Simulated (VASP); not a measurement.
A run of VASP 6.6.1 is set up as follows.

INCAR

```
SYSTEM = CdTe
ALGO     = Normal         ! electronic algorithm
EDIFF    = 1E-6           ! SCF threshold, eV
ENCUT    = 500            ! plane-wave cutoff, eV
GGA      = PE             ! functional
GGA_COMPAT= .False.      
ISIF     = 2              ! what is computed and relaxed
ISMEAR   = 0              ! smearing method
IVDW     = 13             ! dispersion correction
LASPH    = .True.         ! aspherical terms in the spheres
LCHARG   = .True.         ! write CHGCAR
LELF     = .True.         ! ELF
LREAL    = .False.        ! projectors in reciprocal space
LVHAR    = .True.       
LWAVE    = .False.        ! write WAVECAR
NBANDS   = 86             ! bands
NELM     = 120            ! most SCF steps
PREC     = Accurate       ! precision mode
SIGMA    = 0.02           ! smearing width, eV
```

KPOINTS

```
k-points
0
Gamma
  2 2 2
  0 0 0
```

Contents of POSCAR:

```
CdTe
1.0
    0.0000000000      6.4100000000      6.4100000000
    6.4100000000      0.0000000000      6.4100000000
    6.4100000000      6.4100000000      0.0000000000
Cd Te
8 8
Direct
    0.0000000000      0.0000000000      0.0000000000
    0.0000000000      0.0000000000      0.5000000000
    0.0000000000      0.5000000000      0.0000000000
    0.0000000000      0.5000000000      0.5000000000
    0.5000000000      0.0000000000      0.0000000000
    0.5000000000      0.0000000000      0.5000000000
    0.5000000000      0.5000000000      0.0000000000
    0.5000000000      0.5000000000      0.5000000000
    0.1250000000      0.1250000000      0.1250000000
    0.1250000000      0.1250000000      0.6250000000
    0.1250000000      0.6250000000      0.1250000000
    0.1250000000      0.6250000000      0.6250000000
    0.6250000000      0.1250000000      0.1250000000
    0.6250000000      0.1250000000      0.6250000000
    0.6250000000      0.6250000000      0.1250000000
    0.6250000000      0.6250000000      0.6250000000
```

Potentials or basis: VASP PAW PBE potentials, release 64 (Cd, Te).

Command:

```bash
$ cat potpaw_PBE.64/Cd/POTCAR potpaw_PBE.64/Te/POTCAR > POTCAR
$ mpirun -np 1 vasp_std > vasp.out
```

(1) Predict the pressure.

(2) Estimate the band gap on the k mesh.

(3) Estimate the dispersion energy per atom.

Answers

(1) 2.6 GPa.

(2) 0.86 eV.

(3) -0.369 eV.

Caveat: the k points lie up to 0.42 Å⁻¹ apart; spin-orbit coupling is left out, which moves the levels of the heavy elements.
